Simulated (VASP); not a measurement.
Here is a VASP 6.6.1 calculation.

Contents of INCAR:

```
SYSTEM = Sc
PREC = Accurate
ENCUT = 520
EDIFF = 1E-6
ISMEAR = -1
SIGMA = 0.05
LREAL = .False.
LASPH = .True.
NELM = 80
ALGO = Normal
ISIF = 2
LWAVE = .False.
LCHARG = .False.
NBANDS = 12
```

File KPOINTS:

```
Automatic mesh
0
Gamma
  15 15 15
  0 0 0
```

Contents of POSCAR:

```
Sc
1.0
    2.3312266884      0.0000000000      0.0000000000
    0.0000000000      2.3312266884      0.0000000000
    0.0000000000      0.0000000000      2.3312266884
Sc
1
Direct
    0.0000000000      0.0000000000      0.0000000000
```

Potentials or basis: VASP PAW LDA potentials, release 64 (Sc_sv).

Run with:

```sh
$ cat potpaw_LDA.64/Sc_sv/POTCAR > POTCAR
$ mpirun -np 1 vasp_std > vasp.out
```

**Question.** Estimate the pressure.

**Answer.** 67.6 GPa.
